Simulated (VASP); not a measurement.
# TiO2 in VASP: single point with r2SCAN

Aim: the single point of TiO2 with r2SCAN.

Everything below comes from runs of VASP 6.6.1. Logs are shortened: lines on timing, memory, paths and dates and some standing lists are left out, and cuts for length are marked.

## 1. The cell of the first run

The typed cell holds 12 atoms: a = 3.778 Å, b = 3.778 Å, c = 9.589 Å, α = 90.00°, β = 90.00°, γ = 90.00°.

## 2. Single point, r2SCAN

POSCAR

```
TiO2
1.0
    2.6710983438     -2.6711726793     -0.0199122370
    2.6711615452      2.6712365960     -0.0200072598
    0.0724223196     -0.0001696112      9.5886729254
Ti O
4 8
Direct
    0.9999970247      0.7500062494      0.1249997403
    0.5000599721      0.2500050479      0.6249993862
    0.4999386188      0.7499843116      0.3750058749
   -0.0000109722      0.2500007766      0.8750078692
   -0.0000490160      0.7500366176      0.3321936812
    0.5000141801      0.2500442147      0.8321935826
    0.4999839838      0.7499633288      0.1678018034
    1.0000422362      0.2499605265      0.6678041580
    0.4999133959      0.2500040395      0.4178030890
    0.0000138386      0.7500132786      0.9178049940
    1.0000105922      0.2499949423      0.0821942386
    0.5000861458      0.7499866666      0.5821915828
```

INCAR.step1

```
PREC     = Accurate       # precision mode
ENCUT    = 520            # plane-wave cutoff, eV
ISMEAR   = 0              # smearing method
SIGMA    = 0.05           # smearing width, eV
LREAL    = F              # projectors in reciprocal space
LASPH    = T              # aspherical terms in the spheres
NELM     = 60             # most SCF steps
NBANDS   = 60             # bands
GGA      = PE             # functional
ALGO     = Normal         # electronic algorithm
EDIFF    = 1E-4           # SCF threshold, eV
LWAVE    = T              # write WAVECAR
LCHARG   = F              # write CHGCAR
```

INCAR.step2

```
PREC     = Accurate       # precision mode
ENCUT    = 520            # plane-wave cutoff, eV
EDIFF    = 1E-7           # SCF threshold, eV
ISMEAR   = 0              # smearing method
SIGMA    = 0.05           # smearing width, eV
LREAL    = F              # projectors in reciprocal space
LASPH    = T              # aspherical terms in the spheres
NELM     = 60             # most SCF steps
ALGO     = Normal         # electronic algorithm
ISIF     = 2              # what is computed and relaxed
LWAVE    = F              # write WAVECAR
LCHARG   = F              # write CHGCAR
METAGGA  = R2SCAN         # meta-GGA
LMIXTAU  = T            
NBANDS   = 60             # bands
ISTART   = 1
```

KPOINTS

```
regular mesh
0
Gamma
  6 6 4
```

Potentials or basis: VASP PAW PBE potentials, release 64 (Ti_sv, O).

The run is started by

```console
$ cat potpaw_PBE.64/Ti_sv/POTCAR potpaw_PBE.64/O/POTCAR > POTCAR
$ cp INCAR.step1 INCAR
$ mpirun -np 1 vasp_std > vasp.out
$ cp INCAR.step2 INCAR
$ mpirun -np 1 vasp_std > vasp.out
```

OUTCAR:

```text
PREC = Accurate
   ENCUT = 520
   EDIFF = 1E-7
   ISMEAR = 0
   LREAL = F
   LASPH = T
   NELM = 60
   ISIF = 2
   METAGGA = R2SCAN
   ISTART = 1

 ion  position               nearest neighbor table
   1  1.000  0.750  0.125-   7 1.93  11 1.93   7 1.93  11 1.93   5 1.99  10 1.99
   2  0.500  0.250  0.625-   8 1.93  12 1.93   8 1.93  12 1.93   6 1.99   9 1.99
   3  0.500  0.750  0.375-   9 1.93   5 1.93   5 1.93   9 1.93  12 1.99   7 1.99
   4  1.000  0.250  0.875-   6 1.93  10 1.93   6 1.93  10 1.93  11 1.99   8 1.99
   5  1.000  0.750  0.332-   3 1.93   3 1.93   1 1.99
   6  0.500  0.250  0.832-   4 1.93   4 1.93   2 1.99
   7  0.500  0.750  0.168-   1 1.93   1 1.93   3 1.99
   8  0.000  0.250  0.668-   2 1.93   2 1.93   4 1.99
   9  0.500  0.250  0.418-   3 1.93   3 1.93   2 1.99
  10  0.000  0.750  0.918-   4 1.93   4 1.93   1 1.99
  11  0.000  0.250  0.082-   1 1.93   1 1.93   4 1.99
  12  0.500  0.750  0.582-   2 1.93   2 1.93   3 1.99

  LATTYP: Found a triclinic cell.
 ALAT       =     3.7776085480
 B/A-ratio  =     1.4142304494
 C/A-ratio  =     2.9057864638
 COS(alpha) =     0.0000586759
 COS(beta)  =     0.3442125087
 COS(gamma) =     0.7070983057

  Lattice vectors:

 A1 = (   2.6710983438,  -2.6711726793,  -0.0199122370)
 A2 = (   5.3422598890,   0.0000639167,  -0.0399194968)
 A3 = (   0.0723591182,  -5.3425788865,   9.5887679482)

Analysis of symmetry for initial positions (statically):
=====================================================================
 Subroutine PRICEL returns:
 Original cell was already a primitive cell.

 Routine SETGRP: Setting up the symmetry group for a
 triclinic supercell.

 Subroutine GETGRP returns: Found  1 space group operations
 (whereof  1 operations were pure point group operations)
 out of a pool of  2 trial point group operations.

The static configuration has the point symmetry C_1 .

Analysis of symmetry for dynamics (positions and initial velocities):
=====================================================================
 Subroutine PRICEL returns:
 Original cell was already a primitive cell.

 Routine SETGRP: Setting up the symmetry group for a
 triclinic supercell.

 Subroutine GETGRP returns: Found  1 space group operations
 (whereof  1 operations were pure point group operations)
 out of a pool of  2 trial point group operations.

The dynamic configuration has the point symmetry C_1 .

 Subroutine INISYM returns: Found  1 space group operations
 (whereof  1 operations are pure point group operations),
 and found     1 'primitive' translations

----------------------------------------------------------------------------------------

                                     Primitive cell

  volume of cell :     136.8407

  direct lattice vectors                    reciprocal lattice vectors
     2.671098344 -2.671172679 -0.019912237     0.187178351 -0.187183706 -0.001417051
     2.671161545  2.671236596 -0.020007260     0.187173922  0.187179227 -0.001410396
     0.072422320 -0.000169611  9.588672925     0.000779250  0.000001846  0.104283833

  length of vectors
     3.777608548  3.777698935  9.588946422     0.264717742  0.264711407  0.104286744

  position of ions in fractional coordinates (direct lattice)
     0.999997025  0.750006249  0.124999740
     0.500059972  0.250005048  0.624999386
     0.499938619  0.749984312  0.375005875
     0.999989028  0.250000777  0.875007869
     0.999950984  0.750036618  0.332193681
     0.500014180  0.250044215  0.832193583
     0.499983984  0.749963329  0.167801803
     0.000042236  0.249960526  0.667804158
     0.499913396  0.250004039  0.417803089
     0.000013839  0.750013279  0.917804994
     0.000010592  0.249994942  0.082194239
     0.500086146  0.749986667  0.582191583

  ion indices of the primitive-cell ions
   primitive index   ion index
                 1           1
                 2           2
                 3           3
                 4           4
                 5           5
                 6           6
                 7           7
                 8           8
                 9           9
                10          10
                11          11
                12          12

----------------------------------------------------------------------------------------

 KPOINTS: regular mesh

Automatic generation of k-mesh.
 Grid dimensions read from file:
 generate k-points for:    6    6    4

 Generating k-lattice:

  Cartesian coordinates                     Fractional coordinates (reciprocal lattice)
     0.031196392 -0.031197284 -0.000236175     0.166666667 -0.000000000  0.000000000
     0.031195654  0.031196538 -0.000235066    -0.000000000  0.166666667  0.000000000
     0.000194813  0.000000461  0.026070958     0.000000000  0.000000000  0.250000000

  Length of vectors
     0.044119624  0.044118568  0.026071686

  Shift w.r.t. Gamma in fractional coordinates (k-lattice)
     0.000000000  0.000000000  0.000000000

 Subroutine IBZKPT returns following result:
 ===========================================

 Found     76 irreducible k-points:

 Following reciprocal coordinates:
            Coordinates               Weight
  0.000000  0.000000  0.000000      1.000000
  0.166667  0.000000  0.000000      2.000000
  0.333333 -0.000000  0.000000      2.000000
  0.500000  0.000000  0.000000      1.000000
  0.000000  0.166667 -0.000000      2.000000
  0.166667  0.166667 -0.000000      2.000000
[... 16 lines left out ...]
  0.333333  0.000000  0.250000      2.000000
  0.500000  0.000000  0.250000      2.000000
 [... further k-points ...]
   k-points           NKPTS =     76   k-points in BZ     NKDIM =     76   number of bands    NBANDS=     60
   number of dos      NEDOS =    301   number of ions     NIONS =     12
   total plane-waves  NPLWV =  56448
   dimension x,y,z NGX =    28 NGY =   28 NGZ =   72
   dimension x,y,z NGXF=    56 NGYF=   56 NGZF=  144
   ions per type =               4   8
   NGX,Y,Z   is equivalent  to a cutoff of  12.32, 12.32, 12.48 a.u.
   NGXF,Y,Z  is equivalent  to a cutoff of  24.64, 24.64, 24.97 a.u.
 SYSTEM =  unknown system
   PREC   = accura    normal or accurate (medium, high low for compatibility)
   ISTART =      1    job   : 0-new  1-cont  2-samecut
   ICHARG =      0    charge: 1-file 2-atom 10-const
   ISPIN  =      1    spin polarized calculation?
   LNONCOLLINEAR =      F non collinear calculations
   LSORBIT =      F    spin-orbit coupling
   LASPH  =      T    aspherical Exc in radial PAW
   ENCUT  =  520.0 eV  38.22 Ry    6.18 a.u.   7.02  7.02 17.83*2*pi/ulx,y,z
   NELM   =     60;   NELMIN=  2; NELMDL=  0     # of ELM steps
   EDIFF  = 0.1E-06   stopping-criterion for ELM
   LREAL  =      F    real-space projection
   EDIFFG = 0.1E-05   stopping-criterion for IOM
   NSW    =      0    number of steps for IOM
   IBRION =     -1    ionic relax: 0-MD 1-quasi-New 2-CG
   NFREE  =      0    steps in history (QN), initial steepest desc. (CG)
   ISIF   =      2    stress and relaxation
   ISYM   =      2    0-nonsym 1-usesym 2-fastsym
   POTIM  = 0.5000    time-step for ionic-motion
   TEBEG  =    0.0;   TEEND  =   0.0 temperature during run
   PSTRESS=    0.0 pullay stress
   NELECT =      96.0000    total number of electrons
   NUPDOWN=      -1.0000    fix difference up-down
   EMIN   =  10.00;   EMAX   =-10.00  energy-range for DOS
   EFERMI =   0.00;   METHOD = LEGACY
   ISMEAR =     0;   SIGMA  =   0.05  broadening in eV -4-tet -1-fermi 0-gaus
   EFERMI_NEDOS =   21; number of points for ismear=-14 and -15
   IALGO  =     38    algorithm
   IMIX   =      4    mixing-type and parameters
     AMIX     =   0.40;   BMIX     =  1.00
     AMIX_MAG =   1.60;   BMIX_MAG =  1.00
  volume/ion in A,a.u.               =      11.40        76.95
  Fermi-wavevector in a.u.,A,eV,Ry     =   1.454656  2.748900 28.790239  2.116023
  Thomas-Fermi vector in A             =   2.571781
   LORBIT       =      0    0 simple, 1 ext, 2 COOP (PROOUT), +10 PAW based schemes
   METAGGA = R2SCAN    functional components
   LHFCALC =     F    Hartree Fock is set to
   AEXX    =    0.0000 exact exchange contribution
   IVDW    =     0    specifies the selected vdW correction
   LEPSILON=     F    determine dielectric tensor
   LRPA    =     F    only Hartree local field effects (RPA)
 non-spin polarized calculation
 Gauss-broadening in eV      SIGMA  =   0.05
  energy-cutoff  :      520.00
  volume of cell :      136.84
 maximum number of plane-waves:      3716
   NGX = 15   NGY = 15   NGZ = 35

 number of electron      95.9999942 magnetization

 Free energy of the ion-electron system (eV)
  ---------------------------------------------------
  ext. energy  EPLUGINS =         0.00000000
  ---------------------------------------------------
  free energy    TOTEN  =      -139.71566580 eV

  energy without entropy =     -139.71566580  energy(sigma->0) =     -139.71566580

 E-fermi :   3.3643     XC(G=0): -11.4423

 val. band max:        2.9624523005   @ k =   0.5000   0.5000  -0.0000
 cond. band min:       5.5658416389   @ k =   0.0000   0.0000   0.0000
 fundamental gap:      2.6033893384
 Fermi energy:         3.3643384152

 k-point     1 :       0.0000    0.0000    0.0000
  band No.  band energies     occupation
      1     -55.5733      2.00000
      2     -55.5440      2.00000
      3     -55.5440      2.00000
      4     -55.5145      2.00000
      5     -30.9904      2.00000
      6     -30.7958      2.00000
[... 52 lines left out ...]
     59       7.7404      0.00000
     60       7.7408      0.00000

 k-point     2 :       0.1667    0.0000    0.0000
  band No.  band energies     occupation
      1     -55.5707      2.00000
      2     -55.5453      2.00000
      3     -55.5414      2.00000
      4     -55.5158      2.00000
      5     -30.9895      2.00000
      6     -30.8487      2.00000
[... 1375 lines left out ...]
     59       7.8727      0.00000
     60       7.9283      0.00000

 k-point    24 :       0.5000    0.0000    0.2500
  band No.  band energies     occupation
      1     -55.5561      2.00000
      2     -55.5561      2.00000
      3     -55.5267      2.00000
      4     -55.5267      2.00000
      5     -30.9673      2.00000
      6     -30.9673      2.00000
[... 52 lines left out ...]
     59       7.9039      0.00000
     60       7.9040      0.00000

 [... further k-points ...]
[... 5 lines left out ...]
  --------------------------------------------------------------------------------------
  -------------------------------------------------------------------------------------
  Total        1.0512611      1.0513207      0.8323389     -0.0009995      0.0009381     -0.0042609
  in kB       12.3085241     12.3092221      9.7453087     -0.0117024      0.0109830     -0.0498887
  external PRESSURE =      11.4543516 kB  Pullay stress =       0.0000000 kB

 VOLUME and BASIS-vectors are now :
 -----------------------------------------------------------------------------
  energy-cutoff  :      520.00
  volume of cell :      136.84
      direct lattice vectors                 reciprocal lattice vectors
     2.671098344 -2.671172679 -0.019912237     0.187178351 -0.187183706 -0.001417051
     2.671161545  2.671236596 -0.020007260     0.187173922  0.187179227 -0.001410396
     0.072422320 -0.000169611  9.588672925     0.000779250  0.000001846  0.104283833

 POSITION                                       TOTAL-FORCE (eV/Angst)
 -----------------------------------------------------------------------------------
      4.68353     -0.66774      1.16366        -0.000067     -0.000164     -0.000034
      2.04878     -0.66803      5.97796        -0.000308     -0.000145     -0.000113
      3.36587      0.66790      3.57085         0.000363      0.000224     -0.000692
      3.40223     -2.00348      8.36525         0.000422     -0.000051     -0.000740
      4.69849     -0.66757      3.15038         0.000168     -0.000233      0.033769
      2.06376     -0.66784      7.96467        -0.000031     -0.000009      0.033848
      3.35093      0.66776      1.58404         0.000025     -0.000014     -0.033298
      0.71616      0.66748      6.39835        -0.000059      0.000011     -0.033471
      2.03338     -0.66761      3.99122        -0.000261     -0.000274     -0.033436
      2.06991      2.00327      8.78553        -0.000607      0.000044     -0.033569
      0.67376      0.66775      0.78313         0.000122      0.000248      0.033772
      3.38128      0.66748      5.55748         0.000231      0.000363      0.033965
 -----------------------------------------------------------------------------------
    total drift:                                0.000001      0.000004      0.000059

  FREE ENERGIE OF THE ION-ELECTRON SYSTEM (eV)
  ---------------------------------------------------
  free  energy   TOTEN  =      -139.7156657960 eV

  energy  without entropy=     -139.7156657960  energy(sigma->0) =     -139.71566580
```

Wall time 81 min (1 thread of Oxide Virtual Turin-like, shared host); peak memory 0.51 GiB.

What came out:

* Free energy: -139.7157 eV
* Pressure: 1.1 GPa
* Largest force: 0.034 eV/Å
* Band gap on the k mesh: 2.60 eV

Forces in eV/Å, atoms in the order of the input:
```
Ti   0.000  0.000  0.000
Ti   0.000  0.000  0.000
Ti   0.000  0.000 -0.001
Ti   0.000  0.000 -0.001
O    0.000  0.000  0.034
O    0.000  0.000  0.034
O    0.000  0.000 -0.033
O    0.000  0.000 -0.033
O    0.000  0.000 -0.033
O   -0.001  0.000 -0.034
O    0.000  0.000  0.034
O    0.000  0.000  0.034
```

Caveat: the PAW data sets were made with another functional, which shifts forces and pressure a little.
